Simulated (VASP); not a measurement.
# WS2 (R3m) in VASP: a series of runs

WS2 is run at these levels: LDA; tasks: single point.

Everything below comes from runs of VASP 6.6.1. Logs are shortened: lines on timing, memory, paths and dates and some standing lists are left out, and cuts for length are marked.

## Step 1: The cell of the first run

It takes space group R3m (No. 160, trigonal). Conventional cell: a = 3.168 Å, b = 3.168 Å, c = 18.551 Å, α = 90.00°, β = 90.00°, γ = 120.00°. W (site symmetry 3m) has 6 S at 2.40 to 2.42 Å and 6 W at 3.17 Å within 3.2 Å. S (site symmetry 3m) has 3 W at 2.40 Å and 7 S at 3.14 to 3.17 Å within 3.2 Å. Within 3.2 Å of S (site symmetry 3m) lie 3 W at 2.42 Å and 7 S at 3.14 to 3.17 Å.

## Step 2: Single point, LDA

Input file INCAR:

```
PREC = Accurate ; ENCUT = 520
EDIFF = 1E-6 ; ISMEAR = -1
SIGMA = 0.1 ; LREAL = F
LASPH = T ; NELM = 100
ALGO = Normal ; ISIF = 2
LWAVE = F ; LCHARG = F
NBANDS = 20
```

Input file KPOINTS:

```
Automatic mesh
0
Gamma
  11 11 11
```

Input file POSCAR:

```
WS2
1.0
    1.5842458857      0.9146647133      6.1838093398
   -1.5842458857      0.9146647133      6.1838093398
    0.0000000000     -1.8293294266      6.1838093398
W S
1 2
Direct
    0.0000000000      0.0000000000      0.0000000000
    0.2497000000      0.2497000000      0.2497000000
    0.4190000000      0.4190000000      0.4190000000
```

Potentials or basis: VASP PAW LDA potentials, release 64 (W_sv, S).

Command:

```
$ cat potpaw_LDA.64/W_sv/POTCAR potpaw_LDA.64/S/POTCAR > POTCAR
$ mpirun -np 1 vasp_std > vasp.out
```

OUTCAR:

```text
PREC = Accurate
   ENCUT = 520
   EDIFF = 1E-6
   ISMEAR = -1
   LREAL = F
   LASPH = T
   NELM = 100
   ISIF = 2

 ion  position               nearest neighbor table
   1  0.000  0.000  0.000-   2 2.40   2 2.40   2 2.40   3 2.42   3 2.42   3 2.42
   2  0.250  0.250  0.250-   1 2.40   1 2.40   1 2.40
   3  0.419  0.419  0.419-   1 2.42   1 2.42   1 2.42

  LATTYP: Found a trigonal (rhomboedric) cell.
 ALAT       =     6.4487165014
 COS(alpha) =     0.8792940713

  Lattice vectors:

 A1 = (   1.5842458857,   0.9146647133,   6.1838093398)
 A2 = (  -1.5842458857,   0.9146647133,   6.1838093398)
 A3 = (   0.0000000000,  -1.8293294266,   6.1838093398)

Analysis of symmetry for initial positions (statically):
=====================================================================
 Subroutine PRICEL returns:
 Original cell was already a primitive cell.

 Routine SETGRP: Setting up the symmetry group for a
 trigonal (rhombohedral) supercell.

 Subroutine GETGRP returns: Found  6 space group operations
 (whereof  6 operations were pure point group operations)
 out of a pool of 12 trial point group operations.

The static configuration has the point symmetry C_3v.

Analysis of symmetry for dynamics (positions and initial velocities):
=====================================================================
 Subroutine PRICEL returns:
 Original cell was already a primitive cell.

 Routine SETGRP: Setting up the symmetry group for a
 trigonal (rhombohedral) supercell.

 Subroutine GETGRP returns: Found  6 space group operations
 (whereof  6 operations were pure point group operations)
 out of a pool of 12 trial point group operations.

The dynamic configuration has the point symmetry C_3v.

 Subroutine INISYM returns: Found  6 space group operations
 (whereof  6 operations are pure point group operations),
 and found     1 'primitive' translations

----------------------------------------------------------------------------------------

                                     Primitive cell

  volume of cell :      53.7640

  direct lattice vectors                    reciprocal lattice vectors
     1.584245886  0.914664713  6.183809340     0.315607574  0.182216133  0.053904206
    -1.584245886  0.914664713  6.183809340    -0.315607574  0.182216133  0.053904206
     0.000000000 -1.829329427  6.183809340     0.000000000 -0.364432265  0.053904206

  length of vectors
     6.448716501  6.448716501  6.448716469     0.368397235  0.368397235  0.368397257

  position of ions in fractional coordinates (direct lattice)
     0.000000000  0.000000000  0.000000000
     0.249700000  0.249700000  0.249700000
     0.419000000  0.419000000  0.419000000

  ion indices of the primitive-cell ions
   primitive index   ion index
                 1           1
                 2           2
                 3           3

----------------------------------------------------------------------------------------

 KPOINTS: Automatic mesh

Automatic generation of k-mesh.
 Grid dimensions read from file:
 generate k-points for:   11   11   11

 Generating k-lattice:

  Cartesian coordinates                     Fractional coordinates (reciprocal lattice)
     0.028691598  0.016565103  0.004900382     0.090909091 -0.000000000 -0.000000000
    -0.028691598  0.016565103  0.004900382    -0.000000000  0.090909091 -0.000000000
     0.000000000 -0.033130206  0.004900382    -0.000000000 -0.000000000  0.090909091

  Length of vectors
     0.033490658  0.033490658  0.033490660

  Shift w.r.t. Gamma in fractional coordinates (k-lattice)
     0.000000000  0.000000000  0.000000000

 Subroutine IBZKPT returns following result:
 ===========================================

 Found    146 irreducible k-points:

 Following reciprocal coordinates:
            Coordinates               Weight
  0.000000  0.000000  0.000000      1.000000
  0.090909  0.000000  0.000000      6.000000
  0.181818  0.000000 -0.000000      6.000000
  0.272727 -0.000000 -0.000000      6.000000
  0.363636  0.000000 -0.000000      6.000000
  0.454545 -0.000000  0.000000      6.000000
[... 16 lines left out ...]
 -0.272727  0.181818  0.000000     12.000000
 -0.181818  0.181818  0.000000      6.000000
 [... further k-points ...]
   k-points           NKPTS =    146   k-points in BZ     NKDIM =    146   number of bands    NBANDS=     20
   number of dos      NEDOS =    301   number of ions     NIONS =      3
   total plane-waves  NPLWV = 110592
   dimension x,y,z NGX =    48 NGY =   48 NGZ =   48
   dimension x,y,z NGXF=    96 NGYF=   96 NGZF=   96
   ions per type =               1   2
   NGX,Y,Z   is equivalent  to a cutoff of  12.37, 12.37, 12.37 a.u.
   NGXF,Y,Z  is equivalent  to a cutoff of  24.75, 24.75, 24.75 a.u.
 SYSTEM =  unknown system
   PREC   = accura    normal or accurate (medium, high low for compatibility)
   ISTART =      0    job   : 0-new  1-cont  2-samecut
   ICHARG =      2    charge: 1-file 2-atom 10-const
   ISPIN  =      1    spin polarized calculation?
   LNONCOLLINEAR =      F non collinear calculations
   LSORBIT =      F    spin-orbit coupling
   LASPH  =      T    aspherical Exc in radial PAW
   ENCUT  =  520.0 eV  38.22 Ry    6.18 a.u.  11.99 11.99 11.99*2*pi/ulx,y,z
   NELM   =    100;   NELMIN=  2; NELMDL= -5     # of ELM steps
   EDIFF  = 0.1E-05   stopping-criterion for ELM
   LREAL  =      F    real-space projection
   EDIFFG = 0.1E-04   stopping-criterion for IOM
   NSW    =      0    number of steps for IOM
   IBRION =     -1    ionic relax: 0-MD 1-quasi-New 2-CG
   NFREE  =      0    steps in history (QN), initial steepest desc. (CG)
   ISIF   =      2    stress and relaxation
   ISYM   =      2    0-nonsym 1-usesym 2-fastsym
   POTIM  = 0.5000    time-step for ionic-motion
   TEBEG  =    0.0;   TEEND  =   0.0 temperature during run
   PSTRESS=    0.0 pullay stress
   NELECT =      26.0000    total number of electrons
   NUPDOWN=      -1.0000    fix difference up-down
   EMIN   =  10.00;   EMAX   =-10.00  energy-range for DOS
   EFERMI =   0.00;   METHOD = LEGACY
   ISMEAR =    -1;   SIGMA  =   0.10  broadening in eV -4-tet -1-fermi 0-gaus
   EFERMI_NEDOS =   21; number of points for ismear=-14 and -15
   IALGO  =     38    algorithm
   IMIX   =      4    mixing-type and parameters
     AMIX     =   0.40;   BMIX     =  1.00
     AMIX_MAG =   1.60;   BMIX_MAG =  1.00
  volume/ion in A,a.u.               =      17.92       120.94
  Fermi-wavevector in a.u.,A,eV,Ry     =   1.284997  2.428292 22.466163  1.651216
  Thomas-Fermi vector in A             =   2.417157
   LORBIT       =      0    0 simple, 1 ext, 2 COOP (PROOUT), +10 PAW based schemes
   GGA     = CA    functional components
   LHFCALC =     F    Hartree Fock is set to
   AEXX    =    0.0000 exact exchange contribution
   IVDW    =     0    specifies the selected vdW correction
   LEPSILON=     F    determine dielectric tensor
   LRPA    =     F    only Hartree local field effects (RPA)
 non-spin polarized calculation
  energy-cutoff  :      520.00
  volume of cell :       53.76
 maximum number of plane-waves:      1463
   NGX = 23   NGY = 23   NGZ = 23

 number of electron      26.0000001 magnetization

 Free energy of the ion-electron system (eV)
  ---------------------------------------------------
  ext. energy  EPLUGINS =         0.00000000
  ---------------------------------------------------
  free energy    TOTEN  =       -26.22825698 eV

  energy without entropy =      -26.22806419  energy(sigma->0) =      -26.22816059

 E-fermi :   7.6019     XC(G=0): -11.1903

 val. band max:        7.2023291029   @ k =   0.4545   0.4545   0.4545
 cond. band min:       8.1644577041   @ k =  -0.1818   0.1818   0.0000
 fundamental gap:      0.9621286012
 Fermi energy:         7.6018966812

 k-point     1 :       0.0000    0.0000    0.0000
  band No.  band energies     occupation
      1     -66.9880      2.00000
      2     -31.5073      2.00000
      3     -31.3281      2.00000
      4     -31.3281      2.00000
      5      -8.2858      2.00000
      6      -6.3088      2.00000
[... 12 lines left out ...]
     19      14.9395      0.00000
     20      15.5429      0.00000

 k-point     2 :       0.0909    0.0000    0.0000
  band No.  band energies     occupation
      1     -66.9865      2.00000
      2     -31.5021      2.00000
      3     -31.3570      2.00000
      4     -31.3348      2.00000
      5      -8.1449      2.00000
      6      -6.2684      2.00000
[... 12 lines left out ...]
     19      15.4589      0.00000
     20      15.6764      0.00000

 k-point     3 :       0.1818    0.0000   -0.0000
  band No.  band energies     occupation
      1     -66.9826      2.00000
      2     -31.4881      2.00000
      3     -31.4340      2.00000
      4     -31.3528      2.00000
      5      -7.7461      2.00000
      6      -6.1542      2.00000
[... 12 lines left out ...]
     19      15.5921      0.00000
     20      16.1922      0.00000

 k-point     4 :       0.2727   -0.0000   -0.0000
  band No.  band energies     occupation
      1     -66.9775      2.00000
      2     -31.5333      2.00000
      3     -31.4698      2.00000
      4     -31.3762      2.00000
      5      -7.1642      2.00000
      6      -5.9891      2.00000
[... 12 lines left out ...]
     19      15.1267      0.00000
     20      15.5723      0.00000

 k-point     5 :       0.3636    0.0000   -0.0000
  band No.  band energies     occupation
      1     -66.9727      2.00000
      2     -31.6230      2.00000
      3     -31.4529      2.00000
      4     -31.3976      2.00000
      5      -6.5386      2.00000
      6      -5.8185      2.00000
[... 12 lines left out ...]
     19      14.1540      0.00000
     20      14.7245      0.00000

 k-point     6 :       0.4545   -0.0000    0.0000
  band No.  band energies     occupation
      1     -66.9699      2.00000
      2     -31.6757      2.00000
      3     -31.4428      2.00000
      4     -31.4103      2.00000
      5      -6.0997      2.00000
      6      -5.7075      2.00000
[... 12 lines left out ...]
     19      13.6897      0.00000
     20      14.4595      0.00000

 k-point     7 :       0.0909    0.0909    0.0000
  band No.  band energies     occupation
      1     -66.9865      2.00000
      2     -31.5021      2.00000
      3     -31.3570      2.00000
      4     -31.3348      2.00000
      5      -8.1398      2.00000
      6      -6.2791      2.00000
[... 12 lines left out ...]
     19      15.4802      0.00000
     20      15.6855      0.00000
[... 277 lines left out ...]
 k-point    20 :       0.4545    0.1818    0.0000
  band No.  band energies     occupation
      1     -66.9710      2.00000
      2     -31.6133      2.00000
      3     -31.4494      2.00000
      4     -31.4467      2.00000
      5      -6.2671      2.00000
      6      -5.7666      2.00000
[... 12 lines left out ...]
     19      15.0619      0.00000
     20      15.6372      0.00000

 k-point    21 :      -0.4545    0.1818    0.0000
  band No.  band energies     occupation
      1     -66.9686      2.00000
      2     -31.6446      2.00000
      3     -31.4736      2.00000
      4     -31.4382      2.00000
      5      -5.8998      2.00000
      6      -5.6388      2.00000
[... 12 lines left out ...]
     19      15.3796      0.00000
     20      15.5783      0.00000

 k-point    22 :      -0.3636    0.1818    0.0000
  band No.  band energies     occupation
      1     -66.9686      2.00000
      2     -31.6446      2.00000
      3     -31.4736      2.00000
      4     -31.4382      2.00000
      5      -5.9148      2.00000
      6      -5.6230      2.00000
[... 12 lines left out ...]
     19      15.1659      0.00000
     20      15.7778      0.00000

 k-point    23 :      -0.2727    0.1818    0.0000
  band No.  band energies     occupation
      1     -66.9710      2.00000
      2     -31.6133      2.00000
      3     -31.4494      2.00000
      4     -31.4467      2.00000
      5      -6.3072      2.00000
      6      -5.7183      2.00000
[... 12 lines left out ...]
     19      14.8917      0.00000
     20      15.6886      0.00000

 k-point    24 :      -0.1818    0.1818    0.0000
  band No.  band energies     occupation
      1     -66.9750      2.00000
      2     -31.5580      2.00000
      3     -31.4609      2.00000
      4     -31.4109      2.00000
      5      -6.8679      2.00000
      6      -5.8756      2.00000
[... 12 lines left out ...]
     19      15.1522      0.00000
     20      15.7310      0.00000

 [... further k-points ...]
[... 5 lines left out ...]
  --------------------------------------------------------------------------------------
  -------------------------------------------------------------------------------------
  Total       -1.6670679     -1.6670676     -1.5486242      0.0000000      0.0000000      0.0000000
  in kB      -49.6789060    -49.6788978    -46.1492625      0.0000000      0.0000000      0.0000000
  external PRESSURE =     -48.5023554 kB  Pullay stress =       0.0000000 kB

 VOLUME and BASIS-vectors are now :
 -----------------------------------------------------------------------------
  energy-cutoff  :      520.00
  volume of cell :       53.76
      direct lattice vectors                 reciprocal lattice vectors
     1.584245886  0.914664713  6.183809340     0.315607574  0.182216133  0.053904206
    -1.584245886  0.914664713  6.183809340    -0.315607574  0.182216133  0.053904206
     0.000000000 -1.829329427  6.183809340     0.000000000 -0.364432265  0.053904206

 POSITION                                       TOTAL-FORCE (eV/Angst)
 -----------------------------------------------------------------------------------
      0.00000      0.00000      0.00000         0.000000     -0.000000      0.573472
      0.00000      0.00000      4.63229         0.000000      0.000000      0.111186
      0.00000      0.00000      7.77305         0.000000      0.000000     -0.684658
 -----------------------------------------------------------------------------------
    total drift:                               -0.000000     -0.000002     -0.000039

  FREE ENERGIE OF THE ION-ELECTRON SYSTEM (eV)
  ---------------------------------------------------
  free  energy   TOTEN  =       -26.2282569805 eV

  energy  without entropy=      -26.2280641945  energy(sigma->0) =      -26.22816059
```

Run time: 5.4 min. Hardware: 1 thread of AMD EPYC 9R45 (Zen 5), shared host; peak memory 0.32 GiB.

What came out:

```
Free energy            : -26.2283 eV
Pressure               : -4.9 GPa
Largest force          : 0.685 eV/Å
Band gap on the k mesh : 0.96 eV (least direct gap 2.09 eV)
```

Forces on the atoms (eV/Å):
```
W    0.000  0.000  0.573
S    0.000  0.000  0.111
S    0.000  0.000 -0.685
```

Caveat: the cell stands under tension; spin-orbit coupling is left out, which moves the levels of the heavy elements. A k mesh can miss the band edges.

## Step 3: Single point, LDA

This run uses another cell than the first one, of 18.45 Å³/atom.

Input file INCAR:

```
PREC = Accurate
ENCUT = 520
EDIFF = 1E-6
ISMEAR = -1
SIGMA = 0.1
LREAL = False
LASPH = True
NELM = 60
ALGO = Normal
ISIF = 2
LWAVE = False
LCHARG = False
GGA = CA
NBANDS = 20
```

Input file KPOINTS:

```
regular mesh
0
Gamma
  11 11 11
```

Input file POSCAR:

```
WS2
1.0
    1.5997786986      0.9236325863      6.2444387878
   -1.5997786986      0.9236325863      6.2444387878
    0.0000000000     -1.8472651725      6.2444387878
W S
1 2
Direct
    0.0000000000      0.0000000000      0.0000000000
    0.2497000000      0.2497000000      0.2497000000
    0.4190000000      0.4190000000      0.4190000000
```

Potentials or basis: VASP PAW LDA potentials, release 64 (W_sv, S).

Command:

```
$ cat potpaw_LDA.64/W_sv/POTCAR potpaw_LDA.64/S/POTCAR > POTCAR
$ mpirun -np 1 vasp_std > vasp.out
```

Wall time 5.4 min (1 thread of AMD EPYC 9R45 (Zen 5), shared host); peak memory 0.33 GiB.

Results (log left out):

| Property | Result |
| --- | --- |
| Free energy | -26.1588 eV |
| Pressure | -9.1 GPa |
| Largest force | 1.141 eV/Å |
| Band gap on the k mesh | 0.99 eV (least direct gap 2.01 eV) |

Forces in eV/Å, atoms in the order of the input:
```
W    0.000  0.000  0.534
S    0.000  0.000  0.607
S    0.000  0.000 -1.141
```

Levels at points of the mesh, in eV from the valence-band top:
```tsv
k point	band 10	band 11	band 12	band 13	band 14	band 15	band 16	band 17
(0.00, 0.00, 0.00)	-2.17	-2.17	-1.47	-1.11	2.13	2.13	2.44	2.44
```

Caveat: the cell stands under tension; spin-orbit coupling is left out, which moves the levels of the heavy elements; forces of over 1 eV/Å act on the atoms, so gaps and moduli don't describe the material at rest. As with any semilocal functional, this LDA gap is likely too small.

## Step 4: Single point, LDA

This run uses another cell than the first one, of 18.99 Å³/atom.

Input file INCAR:

```
SYSTEM = WS2
ALGO = Normal
EDIFF = 1E-6
ENCUT = 520
ISIF = 2
ISMEAR = -1
LASPH = .TRUE.
LCHARG = .FALSE.
LREAL = .FALSE.
LWAVE = .FALSE.
NBANDS = 20
NELM = 60
PREC = Accurate
SIGMA = 0.1
```

Input file KPOINTS:

```
k-points
0
G
  11 11 11
  0 0 0
```

Input file POSCAR:

```
WS2
1.0
    1.6150156033      0.9324296165      6.3039132129
   -1.6150156033      0.9324296165      6.3039132129
    0.0000000000     -1.8648592331      6.3039132129
W S
1 2
Direct
    0.0000000000      0.0000000000      0.0000000000
    0.2497000000      0.2497000000      0.2497000000
    0.4190000000      0.4190000000      0.4190000000
```

Command:

```
$ cat potpaw_LDA.64/W_sv/POTCAR potpaw_LDA.64/S/POTCAR > POTCAR
$ mpirun -np 1 vasp_std > vasp.out
```

Wall time 5.6 min (1 thread of AMD EPYC 9R45 (Zen 5), shared host); peak memory 0.34 GiB.

It converged, with:

- Free energy: -26.0501 eV
- Pressure: -12.7 GPa
- Largest force: 1.547 eV/Å
- Band gap on the k mesh: 1.01 eV (least direct gap 1.93 eV)

Forces in eV/Å, atoms in the order of the input:
```
W    0.000  0.000  0.498
S    0.000  0.000  1.049
S    0.000  0.000 -1.547
```

Stress tensor (GPa, compression positive):
```
-12.58   0.00   0.00
  0.00 -12.58   0.00
  0.00   0.00 -13.02
```

Levels at points of the mesh, in eV from the valence-band top:
```csv
k point,band 11,band 12,band 13,band 14,band 15,band 16
"(0.00, 0.00, 0.00)",-2.09,-1.44,-1.02,2.10,2.10,2.36
```

Caveat: the cell stands under tension; spin-orbit coupling is left out, which moves the levels of the heavy elements; forces of over 1 eV/Å act on the atoms, so gaps and moduli don't describe the material at rest. Expect the measured gap to be larger: semilocal functionals such as LDA lack the derivative discontinuity.

## Step 5: The runs side by side

```tsv
cell	gap on the mesh (eV)	pressure (GPa)	largest force (eV/Å)
a = 6.449 Å, angles 28.4°, 3 atoms	0.96	-4.9	0.68
a = 6.512 Å, angles 28.4°, 3 atoms	0.99	-9.1	1.14
a = 6.574 Å, angles 28.4°, 3 atoms	1.01	-12.7	1.55
```

Alike in all rows: task single point; level LDA; potentials or basis VASP PAW LDA potentials, release 64 (W_sv, S); no spin polarisation; k mesh 11 × 11 × 11; cutoff (eV) 520; smearing fermi-dirac 0.1 eV.

Caveats: the cell stands under tension; spin-orbit coupling is left out, which moves the levels of the heavy elements; forces of over 1 eV/Å act on the atoms, so gaps and moduli don't describe the material at rest (at least some runs).

Total energies depend on the potentials used, so only differences within one code and one set of settings carry meaning.
